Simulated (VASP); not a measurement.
Set up this calculation in VASP 6.6.1, as the native input.

```yaml
Task: single point
Functional: PBE
Potentials_or_basis: VASP PAW PBE potentials, release 64 (Hf_pv, Ge_d, Ru_pv)
Cutoff: 520 eV
k_mesh: 8 × 8 × 8
Occupations: gaussian, width 0.1 eV
Spin: no spin polarisation
Dipole_correction: no
Further_INCAR_settings: ALGO = Fast; EDIFF = 1e-07; NBANDS = 37
```

The structure of Hf3GeRu lies in POSCAR:

```
Hf3GeRu
1.0
    4.8677928058      0.0000000000      0.0000000000
    0.0000000000      4.8677928058      0.0000000000
    0.0000000000      0.0000000000      4.8677928058
Hf Ge Ru
3 1 1
Direct
    0.5000000000      0.0000000000      0.0000000000
    0.0000000000      0.5000000000      0.0000000000
    0.0000000000      0.0000000000      0.5000000000
    0.0000000000      0.0000000000      0.0000000000
    0.5000000000      0.5000000000      0.5000000000
```

The cell was generated, and may not be a known phase.

One way to write it, as run:

INCAR

```
SYSTEM = Hf3GeRu
  PREC = Accurate
  ENCUT = 520
  EDIFF = 1E-7
  ISMEAR = 0
  SIGMA = 0.1
  LREAL = .FALSE.
  LASPH = .TRUE.
  NELM = 60
  ALGO = Fast
  ISIF = 2
  LWAVE = .FALSE.
  LCHARG = .TRUE.
  GGA = PE
  LELF = .TRUE.
  LVHAR = .TRUE.
  NBANDS = 37
```

KPOINTS

```
Automatic mesh
0
G
  8 8 8
  0 0 0
```

Potentials or basis: VASP PAW PBE potentials, release 64 (Hf_pv, Ge_d, Ru_pv).

Run with:

```console
$ cat potpaw_PBE.64/Hf_pv/POTCAR potpaw_PBE.64/Ge_d/POTCAR potpaw_PBE.64/Ru_pv/POTCAR > POTCAR
$ mpirun -np 1 vasp_std > vasp.out
```

It gave:

```json
{"Pressure": "-0.4 GPa", "Band gap on the k mesh": "zero (bands 29 and 30 overlap by 0.54 eV)"}
```

Caveat: spin-orbit coupling is left out, which moves the levels of the heavy elements.

It took 2.5 min on 1 thread of Intel(R) Xeon(R) Platinum 8488C (Sapphire Rapids), with other jobs on the host, peak memory 0.29 GiB.
